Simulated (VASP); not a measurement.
Crystal: SnH5.

```
Sn H
1.0
     3.21679    0.00000    0.00000
     0.00000    3.21679    0.00000
     0.00000    0.00000    5.25404
Sn H
1 5
Direct
  0.50000 0.50000 0.00000
  0.50000 0.50000 0.42553
  0.50000 0.50000 0.57447
  0.00000 0.00000 0.31429
  0.00000 0.00000 0.68571
  0.00000 0.00000 0.50000
```

```yaml
Program: VASP 6.6.1
Task: relaxation of cell and atoms
Functional: PBE
Potentials_or_basis: VASP PAW PBE potentials, release 64 (Sn_d, H)
Cutoff: 600 eV
k_mesh: 6 × 6 × 4
Occupations: gaussian, width 0.1 eV
Spin: no spin polarisation
```

At the start: pressure 0.5 GPa; volume 9.06 Å³/atom.

Q: How do energy, volume and symmetry change on relaxing?

A: Over 7 steps the energy falls by 6.7 meV/atom and the volume is 9.15 Å³/atom (+1.0 %); space group P4/mmm (No. 123, to 0.05 Å).

The path:
```csv
step,energy change (eV),largest force (eV/Å),pressure (GPa),volume (Å³)
1,0.0000,0.1413,0.47,54.37
2,-0.0161,0.1389,0.18,54.57
3,-0.0255,0.3148,-0.19,54.92
4,-0.0348,0.2510,-0.34,54.98
5,-0.0351,0.3398,-0.37,54.99
6,-0.0400,0.0474,0.21,54.93
7,-0.0401,0.0143,0.28,54.92
```

Final structure:
```cif
data_structure
_symmetry_space_group_name_H-M 'P 1'
_symmetry_Int_Tables_number 1
_cell_length_a 3.1630
_cell_length_b 3.1630
_cell_length_c 5.4894
_cell_angle_alpha 90.000
_cell_angle_beta 90.000
_cell_angle_gamma 90.000
_cell_volume 54.92
loop_
_atom_site_label
_atom_site_type_symbol
_atom_site_fract_x
_atom_site_fract_y
_atom_site_fract_z
_atom_site_occupancy
Sn1 Sn 0.50000 0.50000 0.00000 1
H1 H 0.50000 0.50000 0.42954 1
H2 H 0.50000 0.50000 0.57046 1
H3 H 0.00000 0.00000 0.32330 1
H4 H 0.00000 0.00000 0.67670 1
H5 H 0.00000 0.00000 0.50000 1
```
